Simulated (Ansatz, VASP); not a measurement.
## Two plane-wave programs on W

INCAR

```
PREC = Accurate
ENCUT = 520
EDIFF = 1E-7
ISMEAR = 0
SIGMA = 0.1
LREAL = False
LASPH = True
NELM = 60
ALGO = Normal
ISIF = 2
LWAVE = False
LCHARG = True
GGA = PS
LELF = True
LVHAR = True
NBANDS = 13
```

The input KPOINTS:

```
regular mesh
0
Gamma
  18 18 18
```

POSCAR

```
W
1.0
    0.0000000000      1.9916533000      1.9916533000
    1.9916533000      0.0000000000      1.9916533000
    1.9916533000      1.9916533000      0.0000000000
W
1
Direct
    0.0000000000      0.0000000000      0.0000000000
```

Input for Ansatz:

```yaml
crystal:
  lattice:
    - [0.0, 1.9916533, 1.9916533]
    - [1.9916533, 0.0, 1.9916533]
    - [1.9916533, 1.9916533, 0.0]
  atoms:
    - { symbol: W, position: [0.0, 0.0, 0.0] }
basis:
  ecutwfc: 420
kpoints:
  mp_grid: { grid: [18, 18, 18] }
hamiltonian:
  xc: pbesol
scf:
  occupations: { method: gaussian, width: 0.1 }
output:
  forces: true
  stress: true
  eigenvalues: true
  populations: true
```

Alike in both runs: task single point; functional PBEsol; k mesh 18 × 18 × 18; occupations gaussian, width 0.1 eV; no spin polarisation.

|  | VASP | Ansatz |
| --- | --- | --- |
| version | VASP 6.6.1 | Ansatz 0.2.0 |
| potentials or method | VASP PAW PBE potentials, release 64 (W_sv), cutoff 520 eV | scalar-relativistic, plane waves, PAW |
| valence electrons in the cell | 14 | 14 |

Ansatz gave:

```
gap on the k mesh at the Fermi level (eV) : none
pressure (GPa)                            : 3.4
```

Question: Which values does VASP return?

Answer: gap on the k mesh at the Fermi level (eV): none; pressure (GPa): 4.1.

VASP's potentials were made for PBE, not for PBEsol. A gap of «none» marks a metal or a gap that the smearing closes.

Neither program's run includes spin-orbit coupling.
